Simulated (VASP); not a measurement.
# MnSb (Pm-3m) in VASP: notebook

The runs below take MnSb through single point, with PBE.

All numbers are computed with VASP 6.6.1; they aren't measurements. Logs are shortened: lines on timing, memory, paths and dates and some standing lists are left out, and cuts for length are marked.

## (1) The cell of the first run

Symmetry: Pm-3m, No. 221, cubic system. Conventional cell: a = 3.364 Å, b = 3.364 Å, c = 3.364 Å, α = 90.00°, β = 90.00°, γ = 90.00°. Within 3.8 Å of Mn (site symmetry m-3m) lie 8 Sb at 2.91 Å and 6 Mn at 3.36 Å. Sb (site symmetry m-3m) has 8 Mn at 2.91 Å and 6 Sb at 3.36 Å within 3.8 Å.

## (2) Single point, PBE, collinear spin, ferromagnetic start

INCAR

```
SYSTEM = MnSb
ALGO     = Normal         ! electronic algorithm
EDIFF    = 1E-6           ! SCF threshold, eV
ENCUT    = 520            ! plane-wave cutoff, eV
GGA      = PE             ! functional
ISIF     = 2              ! what is computed and relaxed
ISMEAR   = 0              ! smearing method
ISPIN    = 2              ! spin polarisation
LASPH    = .True.         ! aspherical terms in the spheres
LCHARG   = .False.        ! write CHGCAR
LMAXMIX  = 4              ! l up to which the mixer works
LORBIT   = 11             ! projections on sites
LREAL    = .False.        ! projectors in reciprocal space
LWAVE    = .False.        ! write WAVECAR
MAGMOM   = 4 0            ! initial moments
NBANDS   = 20             ! bands
NELM     = 150            ! most SCF steps
PREC     = Accurate       ! precision mode
SIGMA    = 0.1            ! smearing width, eV
```

KPOINTS

```
k-points
0
Gamma
  12 12 12
  0 0 0
```

POSCAR

```
MnSb
1.0
    3.3636440039      0.0000000000      0.0000000000
    0.0000000000      3.3636440039      0.0000000000
    0.0000000000      0.0000000000      3.3636440039
Mn Sb
1 1
Direct
    0.0000000000      0.0000000000      0.0000000000
    0.5000000000      0.5000000000      0.5000000000
```

Potentials or basis: VASP PAW PBE potentials, release 64 (Mn_pv, Sb).

The run is started by

```sh
cat potpaw_PBE.64/Mn_pv/POTCAR potpaw_PBE.64/Sb/POTCAR > POTCAR
mpirun -np 1 vasp_std > vasp.out
```

OUTCAR:

```text
SYSTEM = MnSb
   EDIFF = 1E-6
   ENCUT = 520
   GGA = PE
   ISIF = 2
   ISMEAR = 0
   ISPIN = 2
   LASPH = .True.
   LORBIT = 11
   LREAL = .False.
   NELM = 150
   PREC = Accurate

 ion  position               nearest neighbor table
   1  0.000  0.000  0.000-   2 2.91   2 2.91   2 2.91   2 2.91   2 2.91   2 2.91   2 2.91   2 2.91

   2  0.500  0.500  0.500-   1 2.91   1 2.91   1 2.91   1 2.91   1 2.91   1 2.91   1 2.91   1 2.91

  LATTYP: Found a simple cubic cell.
 ALAT       =     3.3636440039

  Lattice vectors:

 A1 = (   3.3636440039,   0.0000000000,   0.0000000000)
 A2 = (   0.0000000000,   3.3636440039,   0.0000000000)
 A3 = (   0.0000000000,   0.0000000000,   3.3636440039)

Analysis of symmetry for initial positions (statically):
=====================================================================
 Subroutine PRICEL returns:
 Original cell was already a primitive cell.

 Routine SETGRP: Setting up the symmetry group for a
 simple cubic supercell.

 Subroutine GETGRP returns: Found 48 space group operations
 (whereof 48 operations were pure point group operations)
 out of a pool of 48 trial point group operations.

The static configuration has the point symmetry O_h .

Analysis of symmetry for dynamics (positions and initial velocities):
=====================================================================
 Subroutine PRICEL returns:
 Original cell was already a primitive cell.

 Routine SETGRP: Setting up the symmetry group for a
 simple cubic supercell.

 Subroutine GETGRP returns: Found 48 space group operations
 (whereof 48 operations were pure point group operations)
 out of a pool of 48 trial point group operations.

The dynamic configuration has the point symmetry O_h .

Analysis of structural, dynamic, and magnetic symmetry:
=====================================================================
 Subroutine PRICEL returns:
 Original cell was already a primitive cell.

 Routine SETGRP: Setting up the symmetry group for a
 simple cubic supercell.

 Subroutine GETGRP returns: Found 48 space group operations
 (whereof 48 operations were pure point group operations)
 out of a pool of 48 trial point group operations.

The overall configuration has the point symmetry O_h .

 Subroutine INISYM returns: Found 48 space group operations
 (whereof 48 operations are pure point group operations),
 and found     1 'primitive' translations

----------------------------------------------------------------------------------------

                                     Primitive cell

  volume of cell :      38.0566

  direct lattice vectors                    reciprocal lattice vectors
     3.363644004  0.000000000  0.000000000     0.297296622  0.000000000  0.000000000
     0.000000000  3.363644004  0.000000000     0.000000000  0.297296622  0.000000000
     0.000000000  0.000000000  3.363644004     0.000000000  0.000000000  0.297296622

  length of vectors
     3.363644004  3.363644004  3.363644004     0.297296622  0.297296622  0.297296622

  position of ions in fractional coordinates (direct lattice)
     0.000000000  0.000000000  0.000000000
     0.500000000  0.500000000  0.500000000

  ion indices of the primitive-cell ions
   primitive index   ion index
                 1           1
                 2           2

----------------------------------------------------------------------------------------

 KPOINTS: k-points

Automatic generation of k-mesh.
 Grid dimensions read from file:
 generate k-points for:   12   12   12

 Generating k-lattice:

  Cartesian coordinates                     Fractional coordinates (reciprocal lattice)
     0.024774719  0.000000000  0.000000000     0.083333333  0.000000000  0.000000000
     0.000000000  0.024774719  0.000000000     0.000000000  0.083333333  0.000000000
     0.000000000  0.000000000  0.024774719     0.000000000  0.000000000  0.083333333

  Length of vectors
     0.024774719  0.024774719  0.024774719

  Shift w.r.t. Gamma in fractional coordinates (k-lattice)
     0.000000000  0.000000000  0.000000000

 Subroutine IBZKPT returns following result:
 ===========================================

 Found     84 irreducible k-points:

 Following reciprocal coordinates:
            Coordinates               Weight
  0.000000  0.000000  0.000000      1.000000
  0.083333  0.000000  0.000000      6.000000
  0.166667  0.000000  0.000000      6.000000
  0.250000  0.000000  0.000000      6.000000
  0.333333  0.000000  0.000000      6.000000
  0.416667  0.000000  0.000000      6.000000
[... 16 lines left out ...]
  0.333333  0.333333  0.000000     12.000000
  0.416667  0.333333  0.000000     24.000000
 [... further k-points ...]
   k-points           NKPTS =     84   k-points in BZ     NKDIM =     84   number of bands    NBANDS=     20
   number of dos      NEDOS =    301   number of ions     NIONS =      2
   total plane-waves  NPLWV =  21952
   dimension x,y,z NGX =    28 NGY =   28 NGZ =   28
   dimension x,y,z NGXF=    56 NGYF=   56 NGZF=   56
   ions per type =               1   1
   NGX,Y,Z   is equivalent  to a cutoff of  13.84, 13.84, 13.84 a.u.
   NGXF,Y,Z  is equivalent  to a cutoff of  27.68, 27.68, 27.68 a.u.
 SYSTEM =  MnSb
   PREC   = accura    normal or accurate (medium, high low for compatibility)
   ISTART =      0    job   : 0-new  1-cont  2-samecut
   ICHARG =      2    charge: 1-file 2-atom 10-const
   ISPIN  =      2    spin polarized calculation?
   LNONCOLLINEAR =      F non collinear calculations
   LSORBIT =      F    spin-orbit coupling
   LASPH  =      T    aspherical Exc in radial PAW
   ENCUT  =  520.0 eV  38.22 Ry    6.18 a.u.   6.25  6.25  6.25*2*pi/ulx,y,z
   NELM   =    150;   NELMIN=  2; NELMDL= -5     # of ELM steps
   EDIFF  = 0.1E-05   stopping-criterion for ELM
   LREAL  =      F    real-space projection
   EDIFFG = 0.1E-04   stopping-criterion for IOM
   NSW    =      0    number of steps for IOM
   IBRION =     -1    ionic relax: 0-MD 1-quasi-New 2-CG
   NFREE  =      0    steps in history (QN), initial steepest desc. (CG)
   ISIF   =      2    stress and relaxation
   ISYM   =      2    0-nonsym 1-usesym 2-fastsym
   POTIM  = 0.5000    time-step for ionic-motion
   TEBEG  =    0.0;   TEEND  =   0.0 temperature during run
   PSTRESS=    0.0 pullay stress
   NELECT =      18.0000    total number of electrons
   NUPDOWN=      -1.0000    fix difference up-down
   EMIN   =  10.00;   EMAX   =-10.00  energy-range for DOS
   EFERMI =   0.00;   METHOD = LEGACY
   ISMEAR =     0;   SIGMA  =   0.10  broadening in eV -4-tet -1-fermi 0-gaus
   EFERMI_NEDOS =   21; number of points for ismear=-14 and -15
   IALGO  =     38    algorithm
   IMIX   =      4    mixing-type and parameters
     AMIX     =   0.40;   BMIX     =  1.00
     AMIX_MAG =   1.60;   BMIX_MAG =  1.00
  volume/ion in A,a.u.               =      19.03       128.41
  Fermi-wavevector in a.u.,A,eV,Ry     =   1.275525  2.410393 22.136189  1.626964
  Thomas-Fermi vector in A             =   2.408232
   LORBIT       =     11    0 simple, 1 ext, 2 COOP (PROOUT), +10 PAW based schemes
   GGA     = PE    functional components
   LHFCALC =     F    Hartree Fock is set to
   AEXX    =    0.0000 exact exchange contribution
   IVDW    =     0    specifies the selected vdW correction
   LEPSILON=     F    determine dielectric tensor
   LRPA    =     F    only Hartree local field effects (RPA)
 spin polarized calculation
 Gauss-broadening in eV      SIGMA  =   0.10
  energy-cutoff  :      520.00
  volume of cell :       38.06
 maximum number of plane-waves:      1064
 NGX is ok and might be reduce to    28
   NGX = 13   NGY = 13   NGZ = 13

 number of electron      17.9999990 magnetization       3.1264949

 Free energy of the ion-electron system (eV)
  ---------------------------------------------------
  ext. energy  EPLUGINS =         0.00000000
  ---------------------------------------------------
  free energy    TOTEN  =       -12.53126174 eV

  energy without entropy =      -12.51972409  energy(sigma->0) =      -12.52549291

 E-fermi :   9.3468     XC(G=0): -11.3368

 val. band max:        9.3292462066   @ k =   0.4167   0.2500   0.1667
 cond. band min:       9.3553484477   @ k =   0.3333   0.3333   0.1667
 fundamental gap:      0.0261022412
 Fermi energy:         9.3468058097

 spin component 1

 k-point     1 :       0.0000    0.0000    0.0000
  band No.  band energies     occupation
      1     -40.1158      1.00000
      2     -40.1158      1.00000
      3     -40.1158      1.00000
      4      -3.1753      1.00000
      5       6.3989      1.00000
      6       6.3989      1.00000
[... 12 lines left out ...]
     19      24.3286      0.00000
     20      24.3286      0.00000
[... 507 lines left out ...]
 k-point    24 :       0.4167    0.3333    0.0000
  band No.  band energies     occupation
      1     -40.1281      1.00000
      2     -40.1252      1.00000
      3     -40.1138      1.00000
      4      -0.2639      1.00000
      5       4.0397      1.00000
      6       5.3331      1.00000
[... 12 lines left out ...]
     19      23.5844      0.00000
     20      24.1487      0.00000

 [... further k-points ...]

 spin component 2

 k-point     1 :       0.0000    0.0000    0.0000
  band No.  band energies     occupation
      1     -36.7146      1.00000
      2     -36.7146      1.00000
      3     -36.7146      1.00000
      4      -3.2226      1.00000
      5       8.6277      1.00000
      6       8.6277      1.00000
[... 12 lines left out ...]
     19      24.9883      0.00000
     20      24.9900      0.00000
[... 507 lines left out ...]
 k-point    24 :       0.4167    0.3333    0.0000
  band No.  band energies     occupation
      1     -36.7297      1.00000
      2     -36.7262      1.00000
      3     -36.7121      1.00000
      4      -0.3444      1.00000
      5       4.2356      1.00000
      6       5.6137      1.00000
[... 12 lines left out ...]
     19      24.0929      0.00000
     20      24.2024      0.00000

 [... further k-points ...]

------------------------ aborting loop because EDIFF is reached ----------------------------------------

  FORCE on cell =-STRESS in cart. coord.  units (eV):
  Direction    XX          YY          ZZ          XY          YZ          ZX
  --------------------------------------------------------------------------------------
  -------------------------------------------------------------------------------------
  Total       -0.0164040     -0.0164040     -0.0164040      0.0000000      0.0000000      0.0000000
  in kB       -0.6906046     -0.6906046     -0.6906046      0.0000000      0.0000000      0.0000000
  external PRESSURE =      -0.6906046 kB  Pullay stress =       0.0000000 kB

 VOLUME and BASIS-vectors are now :
 -----------------------------------------------------------------------------
  energy-cutoff  :      520.00
  volume of cell :       38.06
      direct lattice vectors                 reciprocal lattice vectors
     3.363644004  0.000000000  0.000000000     0.297296622  0.000000000  0.000000000
     0.000000000  3.363644004  0.000000000     0.000000000  0.297296622  0.000000000
     0.000000000  0.000000000  3.363644004     0.000000000  0.000000000  0.297296622

 POSITION                                       TOTAL-FORCE (eV/Angst)
 -----------------------------------------------------------------------------------
      0.00000      0.00000      0.00000         0.000000      0.000000      0.000000
      1.68182      1.68182      1.68182         0.000000      0.000000      0.000000
 -----------------------------------------------------------------------------------
    total drift:                               -0.000000     -0.000000     -0.000000

  FREE ENERGIE OF THE ION-ELECTRON SYSTEM (eV)
  ---------------------------------------------------
  free  energy   TOTEN  =       -12.5312617357 eV

  energy  without entropy=      -12.5197240894  energy(sigma->0) =      -12.52549291

 total charge

# of ion       s       p       d       tot
------------------------------------------
    1        0.246   6.164   5.104  11.514
    2        1.194   1.184   0.059   2.437
--------------------------------------------------
tot          1.440   7.348   5.164  13.952

 magnetization (x)

# of ion       s       p       d       tot
------------------------------------------
    1        0.021   0.016   3.194   3.231
    2        0.025  -0.138   0.000  -0.113
--------------------------------------------------
tot          0.045  -0.121   3.194   3.118
```

It took 1.9 min on 1 thread of Intel Xeon Platinum 8259CL at 2.50GHz (Skylake/Cascade Lake), shared host; peak memory 0.24 GiB.

Results:

- Free energy: -12.5313 eV
- Pressure: -0.1 GPa
- Net moment: 3.13 μB per cell
- Site moments: Mn +3.23; Sb -0.11 μB
- Valence electrons inside the program's atomic spheres: Mn 11.51; Sb 2.44

Levels at points of the mesh, in eV from the Fermi level:
Spin up:
```csv
k point,band 9,band 10,band 11,band 12,band 13,band 14
"(0.00, 0.00, 0.00)",-1.80,0.72,0.72,0.72,4.09,6.50
"(0.50, 0.00, 0.00)",-1.78,-1.26,4.11,4.11,6.41,6.79
"(0.50, 0.50, 0.00)",-2.16,-1.38,-1.03,0.47,4.15,9.12
"(0.50, 0.50, 0.50)",-1.36,1.13,1.13,1.13,1.34,1.34
```
Spin down:
| k point | band 5 | band 6 | band 7 | band 8 | band 9 | band 10 |
| --- | --- | --- | --- | --- | --- | --- |
| (0.00, 0.00, 0.00) | -0.72 | -0.72 | 0.71 | 0.71 | 0.71 | 1.23 |
| (0.50, 0.00, 0.00) | -6.82 | -0.57 | -0.57 | -0.25 | 1.26 | 1.73 |
| (0.50, 0.50, 0.00) | -4.68 | -4.68 | -1.48 | 0.65 | 0.65 | 1.74 |
| (0.50, 0.50, 0.50) | -4.10 | -4.10 | -4.10 | 1.68 | 1.68 | 1.68 |

Caveat: spin-orbit coupling is left out, which moves the levels of the heavy elements; a cell with one magnetic atom can't hold antiferromagnetic order, which such compounds often take.

## (3) Single point, PBE, collinear spin, ferromagnetic start

INCAR

```
PREC = Accurate
ENCUT = 520
EDIFF = 1E-6
ISMEAR = 0
SIGMA = 0.1
LREAL = F
LASPH = T
NELM = 150
ALGO = Normal
ISIF = 2
LWAVE = F
LCHARG = F
ISPIN = 2
MAGMOM = 5 0
LORBIT = 11
LMAXMIX = 4
GGA = PE
NBANDS = 20
```

KPOINTS

```
regular mesh
0
Gamma
  12 12 12
```

POSCAR is that of step 2.

Potentials or basis: VASP PAW PBE potentials, release 64 (Mn_pv, Sb).

The run is started by

```sh
cat potpaw_PBE.64/Mn_pv/POTCAR potpaw_PBE.64/Sb/POTCAR > POTCAR
mpirun -np 1 vasp_std > vasp.out
```

Run time: 1.8 min. Hardware: 1 thread of Intel Xeon Platinum 8259CL at 2.50GHz (Skylake/Cascade Lake), shared host; peak memory 0.24 GiB.

Results (log left out):

* Free energy: -12.5313 eV
* Pressure: 0.0 GPa
* Net moment: 3.13 μB per cell
* Site moments: Mn +3.23; Sb -0.11 μB
* Valence electrons inside the program's atomic spheres: Mn 11.52; Sb 2.44

Levels at points of the mesh, in eV from the Fermi level:
Spin up:
| k point | band 8 | band 9 | band 10 | band 11 | band 12 | band 13 | band 14 | band 15 |
| --- | --- | --- | --- | --- | --- | --- | --- | --- |
| (0.00, 0.00, 0.00) | -1.80 | -1.80 | 0.72 | 0.72 | 0.72 | 4.09 | 6.50 | 6.50 |
| (0.50, 0.00, 0.00) | -2.68 | -1.78 | -1.26 | 4.11 | 4.11 | 6.41 | 6.79 | 7.35 |
| (0.50, 0.50, 0.00) | -2.16 | -2.16 | -1.38 | -1.03 | 0.47 | 4.15 | 9.12 | 9.12 |
| (0.50, 0.50, 0.50) | -1.36 | -1.36 | 1.13 | 1.13 | 1.13 | 1.34 | 1.34 | 1.34 |
Spin down:
| k point | band 5 | band 6 | band 7 | band 8 | band 9 | band 10 |
| --- | --- | --- | --- | --- | --- | --- |
| (0.00, 0.00, 0.00) | -0.72 | -0.72 | 0.71 | 0.71 | 0.71 | 1.23 |
| (0.50, 0.00, 0.00) | -6.82 | -0.57 | -0.57 | -0.25 | 1.26 | 1.73 |
| (0.50, 0.50, 0.00) | -4.68 | -4.68 | -1.48 | 0.65 | 0.65 | 1.74 |
| (0.50, 0.50, 0.50) | -4.10 | -4.10 | -4.10 | 1.68 | 1.68 | 1.68 |

Caveat: spin-orbit coupling is left out, which moves the levels of the heavy elements; a cell with one magnetic atom can't hold antiferromagnetic order, which such compounds often take.
